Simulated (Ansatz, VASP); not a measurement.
**Two plane-wave programs on C**

```
C
1.0
     1.23248    0.71157    3.36094
    -1.23248    0.71157    3.36094
     0.00000   -1.42315    3.36094
C
2
Direct
  0.17131 0.17131 0.17131
  0.82869 0.82869 0.82869
```

Change from the starting cell: mode 4 frozen in at +0.048 Å and mode 6 at +0.000 Å (largest displacements).

Alike in both runs: task single point; functional PBE; dispersion D3(BJ); k mesh 15 × 15 × 15; occupations gaussian, width 0.05 eV; no spin polarisation.

|  | VASP | Ansatz |
| --- | --- | --- |
| version | VASP 6.6.1 | Ansatz 0.2.0 |
| potentials or method | VASP PAW PBE potentials, release 64 (C), cutoff 520 eV | scalar-relativistic, plane waves, PAW |
| valence electrons in the cell | 8 | 8 |

Ansatz gave:

```
gap on the k mesh at the Fermi level (eV)                     : 0.51
least direct gap on the mesh (eV)                             : 0.51
pressure (GPa)                                                : -0.5
traceless stress, the component that is largest in VASP (GPa) : -0.74
rms of the force components (eV/Å)                            : 0.911
```

Task: Which values does VASP return?

Result: gap on the k mesh at the Fermi level (eV): 0.51; least direct gap on the mesh (eV): 0.51; pressure (GPa): 0.0; traceless stress, the component that is largest in VASP (GPa): -1.27; rms of the force components (eV/Å): 0.907.

Atom by atom the forces differ by 0.003 eV/Å (rms over components).
